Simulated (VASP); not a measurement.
LiCd12, 13 atoms in the cell. The cell holds a slab with vacuum, 13 atoms: a = 5.960 Å, b = 5.960 Å, c = 18.620 Å, α = 90.00°, β = 90.00°, γ = 60.00°. 

| Property | Result |
| --- | --- |
| Program | VASP 6.6.1 |
| Task | single point |
| Functional | PBE |
| Potentials or basis | VASP PAW PBE potentials, release 64 (Cd, Li_sv) |
| Cutoff | 520 eV |
| k mesh | 3 × 3 × 1 |
| Occupations | gaussian, width 0.05 eV |
| Spin | no spin polarisation |
| Dipole correction | no |
| Further INCAR settings | ALGO = Normal; EDIFF = 1e-06; NBANDS = 86 |

Potentials or basis: VASP PAW PBE potentials, release 64 (Cd, Li_sv).

Launch:

```sh
$ cat potpaw_PBE.64/Cd/POTCAR potpaw_PBE.64/Li_sv/POTCAR > POTCAR
$ mpirun -np 1 vasp_std > vasp.out
```

Hardware: 1 thread of AMD EPYC 7R43 64-Core Processor (Zen 3), on a shared host.

Question: Estimate the wall time of this run.

Answer: Run time: 8.9 min on 1 thread of AMD EPYC 7R43 64-Core Processor (Zen 3), with other jobs on the host, peak memory 0.68 GiB. Counts: scf iterations 20, k points 5.
